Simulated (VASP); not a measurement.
# BAs (F-43m) in VASP: settings compared

The runs below take BAs through single point, relaxation of cell and atoms, with r2SCAN, PBEsol, LDA.

Everything below comes from runs of VASP 6.6.1. Logs are shortened: lines on timing, memory, paths and dates and some standing lists are left out, and cuts for length are marked.

## 1. The cell of the first run

The structure is cubic, space group F-43m (No. 216). Conventional cell: a = 4.784 Å, b = 4.784 Å, c = 4.784 Å, α = 90.00°, β = 90.00°, γ = 90.00°. Within 2.7 Å of B (site symmetry -43m) lie 4 As at 2.07 Å. Within 2.7 Å of As (site symmetry -43m) lie 4 B at 2.07 Å.

## 2. Single point, r2SCAN

File POSCAR:

```
BAs
1.0
    0.0000000000      2.3918698983      2.3918698983
    2.3918698983      0.0000000000      2.3918698983
    2.3918698983      2.3918698983      0.0000000000
B As
1 1
Direct
    0.0000000000      0.0000000000      0.0000000000
    0.2500000000      0.2500000000      0.2500000000
```

File INCAR.step1:

```
PREC = Accurate
ENCUT = 520
ISMEAR = -1
SIGMA = 0.02
LREAL = False
LASPH = True
NELM = 100
NBANDS = 11
GGA = PE
ALGO = Normal
EDIFF = 1E-4
LWAVE = True
LCHARG = False
```

File INCAR.step2:

```
PREC = Accurate
ENCUT = 520
EDIFF = 1E-6
ISMEAR = -1
SIGMA = 0.02
LREAL = False
LASPH = True
NELM = 100
ALGO = Normal
ISIF = 2
LWAVE = False
LCHARG = False
METAGGA = R2SCAN
LMIXTAU = True
NBANDS = 11
ISTART = 1
```

File KPOINTS:

```
Automatic mesh
0
Gamma
  8 8 8
```

Potentials or basis: VASP PAW PBE potentials, release 64 (B, As).

The run is started by

```console
cat potpaw_PBE.64/B/POTCAR potpaw_PBE.64/As/POTCAR > POTCAR
cp INCAR.step1 INCAR
mpirun -np 1 vasp_std > vasp.out
cp INCAR.step2 INCAR
mpirun -np 1 vasp_std > vasp.out
```

OUTCAR:

```text
PREC = Accurate
   ENCUT = 520
   EDIFF = 1E-6
   ISMEAR = -1
   LREAL = False
   LASPH = True
   NELM = 100
   ISIF = 2
   METAGGA = R2SCAN
   ISTART = 1

 ion  position               nearest neighbor table
   1  0.000  0.000  0.000-   2 2.07   2 2.07   2 2.07   2 2.07
   2  0.250  0.250  0.250-   1 2.07   1 2.07   1 2.07   1 2.07

  LATTYP: Found a face centered cubic cell.
 ALAT       =     4.7837397966

  Lattice vectors:

 A1 = (   0.0000000000,   2.3918698983,   2.3918698983)
 A2 = (   2.3918698983,   0.0000000000,   2.3918698983)
 A3 = (   2.3918698983,   2.3918698983,   0.0000000000)

Analysis of symmetry for initial positions (statically):
=====================================================================
 Subroutine PRICEL returns:
 Original cell was already a primitive cell.

 Routine SETGRP: Setting up the symmetry group for a
 face centered cubic supercell.

 Subroutine GETGRP returns: Found 24 space group operations
 (whereof 24 operations were pure point group operations)
 out of a pool of 48 trial point group operations.

The static configuration has the point symmetry T_d .

Analysis of symmetry for dynamics (positions and initial velocities):
=====================================================================
 Subroutine PRICEL returns:
 Original cell was already a primitive cell.

 Routine SETGRP: Setting up the symmetry group for a
 face centered cubic supercell.

 Subroutine GETGRP returns: Found 24 space group operations
 (whereof 24 operations were pure point group operations)
 out of a pool of 48 trial point group operations.

The dynamic configuration has the point symmetry T_d .

 Subroutine INISYM returns: Found 24 space group operations
 (whereof 24 operations are pure point group operations),
 and found     1 'primitive' translations

----------------------------------------------------------------------------------------

                                     Primitive cell

  volume of cell :      27.3680

  direct lattice vectors                    reciprocal lattice vectors
     0.000000000  2.391869898  2.391869898    -0.209041470  0.209041470  0.209041470
     2.391869898  0.000000000  2.391869898     0.209041470 -0.209041470  0.209041470
     2.391869898  2.391869898  0.000000000     0.209041470  0.209041470 -0.209041470

  length of vectors
     3.382614850  3.382614850  3.382614850     0.362070447  0.362070447  0.362070447

  position of ions in fractional coordinates (direct lattice)
     0.000000000  0.000000000  0.000000000
     0.250000000  0.250000000  0.250000000

  ion indices of the primitive-cell ions
   primitive index   ion index
                 1           1
                 2           2

----------------------------------------------------------------------------------------

 KPOINTS: Automatic mesh

Automatic generation of k-mesh.
 Grid dimensions read from file:
 generate k-points for:    8    8    8

 Generating k-lattice:

  Cartesian coordinates                     Fractional coordinates (reciprocal lattice)
    -0.026130184  0.026130184  0.026130184     0.125000000  0.000000000  0.000000000
     0.026130184 -0.026130184  0.026130184     0.000000000  0.125000000  0.000000000
     0.026130184  0.026130184 -0.026130184     0.000000000  0.000000000  0.125000000

  Length of vectors
     0.045258806  0.045258806  0.045258806

  Shift w.r.t. Gamma in fractional coordinates (k-lattice)
     0.000000000  0.000000000  0.000000000

 Subroutine IBZKPT returns following result:
 ===========================================

 Found     29 irreducible k-points:

 Following reciprocal coordinates:
            Coordinates               Weight
  0.000000  0.000000  0.000000      1.000000
  0.125000  0.000000  0.000000      8.000000
  0.250000  0.000000  0.000000      8.000000
  0.375000  0.000000  0.000000      8.000000
  0.500000  0.000000  0.000000      4.000000
  0.125000  0.125000  0.000000      6.000000
[... 16 lines left out ...]
  0.500000  0.250000  0.125000     48.000000
 -0.375000  0.250000  0.125000     24.000000
 [... further k-points ...]
   k-points           NKPTS =     29   k-points in BZ     NKDIM =     29   number of bands    NBANDS=     11
   number of dos      NEDOS =    301   number of ions     NIONS =      2
   total plane-waves  NPLWV =  21952
   dimension x,y,z NGX =    28 NGY =   28 NGZ =   28
   dimension x,y,z NGXF=    56 NGYF=   56 NGZF=   56
   ions per type =               1   1
   NGX,Y,Z   is equivalent  to a cutoff of  13.76, 13.76, 13.76 a.u.
   NGXF,Y,Z  is equivalent  to a cutoff of  27.52, 27.52, 27.52 a.u.
 SYSTEM =  unknown system
   PREC   = accura    normal or accurate (medium, high low for compatibility)
   ISTART =      1    job   : 0-new  1-cont  2-samecut
   ICHARG =      0    charge: 1-file 2-atom 10-const
   ISPIN  =      1    spin polarized calculation?
   LNONCOLLINEAR =      F non collinear calculations
   LSORBIT =      F    spin-orbit coupling
   LASPH  =      T    aspherical Exc in radial PAW
   ENCUT  =  520.0 eV  38.22 Ry    6.18 a.u.   6.29  6.29  6.29*2*pi/ulx,y,z
   NELM   =    100;   NELMIN=  2; NELMDL=  0     # of ELM steps
   EDIFF  = 0.1E-05   stopping-criterion for ELM
   LREAL  =      F    real-space projection
   EDIFFG = 0.1E-04   stopping-criterion for IOM
   NSW    =      0    number of steps for IOM
   IBRION =     -1    ionic relax: 0-MD 1-quasi-New 2-CG
   NFREE  =      0    steps in history (QN), initial steepest desc. (CG)
   ISIF   =      2    stress and relaxation
   ISYM   =      2    0-nonsym 1-usesym 2-fastsym
   POTIM  = 0.5000    time-step for ionic-motion
   TEBEG  =    0.0;   TEEND  =   0.0 temperature during run
   PSTRESS=    0.0 pullay stress
   NELECT =       8.0000    total number of electrons
   NUPDOWN=      -1.0000    fix difference up-down
   EMIN   =  10.00;   EMAX   =-10.00  energy-range for DOS
   EFERMI =   0.00;   METHOD = LEGACY
   ISMEAR =    -1;   SIGMA  =   0.02  broadening in eV -4-tet -1-fermi 0-gaus
   EFERMI_NEDOS =   21; number of points for ismear=-14 and -15
   IALGO  =     38    algorithm
   IMIX   =      4    mixing-type and parameters
     AMIX     =   0.40;   BMIX     =  1.00
     AMIX_MAG =   1.60;   BMIX_MAG =  1.00
  volume/ion in A,a.u.               =      13.68        92.34
  Fermi-wavevector in a.u.,A,eV,Ry     =   1.086486  2.053160 16.061008  1.180451
  Thomas-Fermi vector in A             =   2.222623
   LORBIT       =      0    0 simple, 1 ext, 2 COOP (PROOUT), +10 PAW based schemes
   METAGGA = R2SCAN    functional components
   LHFCALC =     F    Hartree Fock is set to
   AEXX    =    0.0000 exact exchange contribution
   IVDW    =     0    specifies the selected vdW correction
   LEPSILON=     F    determine dielectric tensor
   LRPA    =     F    only Hartree local field effects (RPA)
 non-spin polarized calculation
  energy-cutoff  :      520.00
  volume of cell :       27.37
 maximum number of plane-waves:       754
 NGX is ok and might be reduce to    28
   NGX = 13   NGY = 13   NGZ = 13

 number of electron       8.0000000 magnetization

 Free energy of the ion-electron system (eV)
  ---------------------------------------------------
  ext. energy  EPLUGINS =         0.00000000
  ---------------------------------------------------
  free energy    TOTEN  =       -22.25399187 eV

  energy without entropy =      -22.25399187  energy(sigma->0) =      -22.25399187

 E-fermi :   6.4666     XC(G=0): -11.1138

 val. band max:        5.9772862951   @ k =   0.0000   0.0000   0.0000
 cond. band min:       7.3627335018   @ k =   0.3750   0.3750   0.0000
 fundamental gap:      1.3854472067
 Fermi energy:         6.4666154782

 k-point     1 :       0.0000    0.0000    0.0000
  band No.  band energies     occupation
      1     -10.1410      2.00000
      2       5.9773      2.00000
      3       5.9773      2.00000
      4       5.9773      2.00000
      5       9.4177      0.00000
      6       9.4177      0.00000
      7       9.4177      0.00000
      8      11.0732      0.00000
      9      16.3323      0.00000
     10      19.4009      0.00000
     11      19.4009      0.00000

 k-point     2 :       0.1250    0.0000    0.0000
  band No.  band energies     occupation
      1      -9.8731      2.00000
      2       3.9129      2.00000
      3       5.5121      2.00000
      4       5.5121      2.00000
      5       9.6278      0.00000
      6      10.0309      0.00000
      7      10.0309      0.00000
      8      12.3823      0.00000
      9      17.2915      0.00000
     10      18.1184      0.00000
     11      18.1184      0.00000

 k-point     3 :       0.2500    0.0000    0.0000
  band No.  band energies     occupation
      1      -9.0928      2.00000
      2       0.7980      2.00000
      3       4.7590      2.00000
      4       4.7590      2.00000
      5       9.3138      0.00000
      6      10.8824      0.00000
      7      10.8824      0.00000
      8      14.4865      0.00000
      9      17.7414      0.00000
     10      17.7414      0.00000
     11      18.0285      0.00000

 k-point     4 :       0.3750    0.0000    0.0000
  band No.  band energies     occupation
      1      -7.9335      2.00000
      2      -1.9035      2.00000
      3       4.2297      2.00000
      4       4.2297      2.00000
      5       9.0279      0.00000
      6      11.0783      0.00000
      7      11.0783      0.00000
      8      15.5077      0.00000
      9      18.5855      0.00000
     10      19.2948      0.00000
     11      19.2948      0.00000

 k-point     5 :       0.5000    0.0000    0.0000
  band No.  band energies     occupation
      1      -7.1330      2.00000
      2      -3.2332      2.00000
      3       4.0463      2.00000
      4       4.0463      2.00000
      5       8.9263      0.00000
      6      11.0288      0.00000
      7      11.0288      0.00000
      8      15.5451      0.00000
      9      19.5855      0.00000
     10      21.3489      0.00000
     11      21.3489      0.00000
[... 211 lines left out ...]
 k-point    21 :       0.5000    0.5000    0.0000
  band No.  band energies     occupation
      1      -5.7039      2.00000
      2      -3.0619      2.00000
      3       1.6849      2.00000
      4       1.6849      2.00000
      5       7.5941      0.00000
      6       7.6753      0.00000
      7      18.0952      0.00000
      8      18.0952      0.00000
      9      19.8185      0.00000
     10      24.1878      0.00000
     11      24.5988      0.00000

 k-point    22 :       0.3750    0.2500    0.1250
  band No.  band energies     occupation
      1      -8.4087      2.00000
      2       0.5027      2.00000
      3       2.0890      2.00000
      4       3.8455      2.00000
      5       9.4701      0.00000
      6      11.5478      0.00000
      7      12.3243      0.00000
      8      13.5860      0.00000
      9      17.3647      0.00000
     10      20.0358      0.00000
     11      21.0329      0.00000

 k-point    23 :       0.5000    0.2500    0.1250
  band No.  band energies     occupation
      1      -7.2860      2.00000
      2      -1.5582      2.00000
      3       1.3315      2.00000
      4       3.1008      2.00000
      5      10.1523      0.00000
      6      11.3568      0.00000
      7      12.9636      0.00000
      8      14.5165      0.00000
      9      18.1282      0.00000
     10      19.9923      0.00000
     11      22.3955      0.00000

 k-point    24 :      -0.3750    0.2500    0.1250
  band No.  band energies     occupation
      1      -6.5219      2.00000
      2      -2.7424      2.00000
      3       1.2005      2.00000
      4       2.7510      2.00000
      5      10.2950      0.00000
      6      11.0307      0.00000
      7      13.9405      0.00000
      8      15.5821      0.00000
      9      16.8978      0.00000
     10      20.9476      0.00000
     11      22.0934      0.00000

 [... further k-points ...]

------------------------ aborting loop because EDIFF is reached ----------------------------------------

  FORCE on cell =-STRESS in cart. coord.  units (eV):
  Direction    XX          YY          ZZ          XY          YZ          ZX
  --------------------------------------------------------------------------------------
  -------------------------------------------------------------------------------------
  Total        0.0434980      0.0434980      0.0434980      0.0000000     -0.0000000     -0.0000000
  in kB        2.5464639      2.5464639      2.5464639      0.0000000     -0.0000000     -0.0000000
  external PRESSURE =       2.5464639 kB  Pullay stress =       0.0000000 kB

 VOLUME and BASIS-vectors are now :
 -----------------------------------------------------------------------------
  energy-cutoff  :      520.00
  volume of cell :       27.37
      direct lattice vectors                 reciprocal lattice vectors
     0.000000000  2.391869898  2.391869898    -0.209041470  0.209041470  0.209041470
     2.391869898  0.000000000  2.391869898     0.209041470 -0.209041470  0.209041470
     2.391869898  2.391869898  0.000000000     0.209041470  0.209041470 -0.209041470

 POSITION                                       TOTAL-FORCE (eV/Angst)
 -----------------------------------------------------------------------------------
      0.00000      0.00000      0.00000        -0.000000     -0.000000     -0.000000
      1.19593      1.19593      1.19593         0.000000      0.000000      0.000000
 -----------------------------------------------------------------------------------
    total drift:                               -0.000000     -0.000000     -0.000000

  FREE ENERGIE OF THE ION-ELECTRON SYSTEM (eV)
  ---------------------------------------------------
  free  energy   TOTEN  =       -22.2539918707 eV

  energy  without entropy=      -22.2539918707  energy(sigma->0) =      -22.25399187
```

Run time: 26 s. Hardware: 1 thread of AMD EPYC 9R45 (Zen 5), shared host; peak memory 0.14 GiB.

Results:

```yaml
Free_energy: -22.2540 eV
Pressure: 0.3 GPa
Band_gap_on_the_k_mesh: 1.39 eV, indirect (least direct gap 3.44 eV)
```

Levels at points of the mesh, in eV from the valence-band top:
```csv
k point,band 1,band 2,band 3,band 4,band 5,band 6,band 7,band 8,band 9
"(0.00, 0.00, 0.00)",-16.12,0.00,0.00,0.00,3.44,3.44,3.44,5.10,10.36
"(0.50, 0.00, 0.00)",-13.11,-9.21,-1.93,-1.93,2.95,5.05,5.05,9.57,13.61
"(0.50, 0.50, 0.00)",-11.68,-9.04,-4.29,-4.29,1.62,1.70,12.12,12.12,13.84
```

Caveat: the PAW data sets were made with another functional, which shifts forces and pressure a little. r2SCAN opens gaps a little over a GGA but as a rule still falls short of measured ones.

## 3. Relaxation of cell and atoms, PBEsol

This run uses another cell than the first one, of 13.90 Å³/atom, 1.016 times its volume.

File INCAR:

```
ALGO = Normal
EDIFF = 1E-6
EDIFFG = -0.005
ENCUT = 600
GGA = PS
IBRION = 2
ISIF = 3
ISMEAR = -1
LASPH = T
LCHARG = F
LREAL = F
LWAVE = F
NELM = 80
NSW = 80
PREC = Accurate
SIGMA = 0.02
```

File KPOINTS:

```
k-points
0
Gamma
  8 8 8
```

File POSCAR:

```
BAs
1.0
    0.0000000000      2.4044049122      2.4044049122
    2.4044049122      0.0000000000      2.4044049122
    2.4044049122      2.4044049122      0.0000000000
B As
1 1
Direct
    0.0000000000      0.0000000000      0.0000000000
    0.2500000000      0.2500000000      0.2500000000
```

Potentials or basis: VASP PAW PBE potentials, release 64 (B, As).

The run is started by

```console
cat potpaw_PBE.64/B/POTCAR potpaw_PBE.64/As/POTCAR > POTCAR
mpirun -np 1 vasp_std > vasp.out
```

Wall time 9.1 s (1 thread of AMD EPYC 9R45 (Zen 5), shared host); peak memory 0.13 GiB.

The run converged. Its results:

```
Free energy                            : -12.2026 eV
Relaxed volume                         : 13.63 Å³/atom
Relaxed cell                           : a = 3.378 Å, b = 3.378 Å, c = 3.378 Å, α = 60.00°, β = 60.00°, γ = 60.00°
Space group after relaxing (to 0.05 Å) : F-43m (No. 216)
Energy gained by relaxing              : 2.3 meV/atom
Ionic steps                            : 3
Pressure after relaxing                : 0.0 GPa
Band gap on the k mesh                 : 1.09 eV, indirect (least direct gap 3.24 eV)
```

Step by step:
```csv
step,energy change (eV),largest force (eV/Å),pressure (GPa),volume (Å³)
1,0.0000,0.0000,-2.64,27.80
2,-0.0022,0.0000,2.01,26.89
3,-0.0045,0.0000,0.00,27.26
```

Final structure:
```xyz
2
Lattice="0.0000 2.3888 2.3888 2.3888 0.0000 2.3888 2.3888 2.3888 0.0000" Properties=species:S:1:pos:R:3 pbc="T T T"
B     0.0000    0.0000    0.0000
As    1.1944    1.1944    1.1944
```

Levels at points of the mesh, in eV from the valence-band top:
```tsv
k point	band 2	band 3	band 4	band 5	band 6	band 7
(0.00, 0.00, 0.00)	0.00	0.00	0.00	3.24	3.24	3.24
(0.50, 0.00, 0.00)	-8.83	-1.83	-1.83	2.65	4.73	4.73
(0.50, 0.50, 0.00)	-8.53	-4.10	-4.10	1.31	1.34	11.34
```

Caveat: the PAW data sets were made with another functional, which shifts forces and pressure a little.

(Part 1 of 2 ends here.)
